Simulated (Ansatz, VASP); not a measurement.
One calculation of ScAl3N4, two programs

```
Al Sc N
1.0
     6.51827   -0.00897   -0.00509
    -3.26690    5.64051    0.00509
    -0.00794    0.00458   10.15846
Al Sc N
12 4 16
Direct
  0.33679 0.16321 0.75149
  0.16367 0.82731 0.99614
  0.33176 0.66972 0.25385
  0.16817 0.83486 0.50228
  0.33348 0.67164 0.74679
  0.67269 0.33633 0.99614
  0.83028 0.16824 0.25385
  0.66514 0.33183 0.50228
  0.82836 0.16652 0.74679
  0.83627 0.66373 0.25184
  0.66521 0.83479 0.49810
  0.83538 0.66462 0.74604
  0.16273 0.33727 0.99177
  0.33766 0.16234 0.24408
  0.16584 0.33416 0.49791
  0.66681 0.83319 0.99604
  0.15811 0.34189 0.20467
  0.34223 0.15777 0.44879
  0.16788 0.33212 0.70739
  0.34333 0.15667 0.94369
  0.15523 0.81026 0.18585
  0.34107 0.68797 0.44248
  0.16614 0.83372 0.69089
  0.32670 0.68061 0.93212
  0.68974 0.34477 0.18585
  0.81203 0.15893 0.44248
  0.66628 0.33386 0.69089
  0.81939 0.17330 0.93212
  0.66756 0.83244 0.20410
  0.83396 0.66604 0.44397
  0.66758 0.83242 0.69125
  0.84253 0.65747 0.93405
```

Alike in both runs: functional PBE; k mesh 4 × 4 × 3; no spin polarisation.

Ansatz relaxed the structure, and its values are those at the end. VASP's run is a single point on that final structure, the one shown.

```csv
,VASP,Ansatz
version,VASP 6.6.1,Ansatz 0.2.0
potentials or method,"VASP PAW PBE potentials, release 64 (Al, Sc_sv, N)","scalar-relativistic, plane waves, PAW"
plane-wave cutoff (eV),520,420
occupations,"gaussian, width 0.01 eV",fixed
valence electrons in the cell,160,160
```

```tsv
	VASP	Ansatz	Ansatz less VASP
gap on the k mesh at the Fermi level (eV)	3.53	3.53	-0.006
least direct gap on the mesh (eV)	3.54	3.53	-0.006
pressure (GPa)	-1.7	-1.8	-0.08
rms of the force components (eV/Å)	0.024	0.000	-0.0237
```

Ansatz's warnings: stress scf threshold loose.
